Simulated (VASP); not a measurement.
Input of a VASP 6.6.1 run:

INCAR

```
PREC = Accurate
ENCUT = 520
EDIFF = 1E-6
ISMEAR = 0
SIGMA = 0.01
LREAL = False
LASPH = True
NELM = 100
ALGO = Normal
ISIF = 2
LWAVE = False
LCHARG = True
GGA = PE
LELF = True
LVHAR = True
NBANDS = 16
```

KPOINTS

```
Automatic mesh
0
Gamma
  12 12 6
```

The input POSCAR:

```
Te
1.0
    4.3784960998      0.0000000000      0.0000000000
   -2.1892480499      3.7918888528      0.0000000000
    0.0000000000      0.0000000000      5.9629429889
Te
3
Direct
    0.2799870906      0.0000000000      0.3333333333
    0.0000000000      0.2799870906      0.6666666667
    0.7200129094      0.7200129094      0.0000000000
```

Potentials or basis: VASP PAW PBE potentials, release 64 (Te).

Command:

```bash
$ cat potpaw_PBE.64/Te/POTCAR > POTCAR
$ mpirun -np 1 vasp_std > vasp.out
```

Task: Estimate the pressure.

Result: 1.5 GPa.

Task: What does it give for the band gap on the k mesh?

Result: 0.07 eV.

Task: Estimate the largest force.

Result: 0.008 eV/Å.

Forces on the atoms (eV/Å):
```
Te   0.008  0.000  0.000
Te  -0.004  0.007  0.000
Te  -0.004 -0.007  0.000
```

Caveat: spin-orbit coupling is left out, which moves the levels of the heavy elements. A k mesh can miss the band edges.
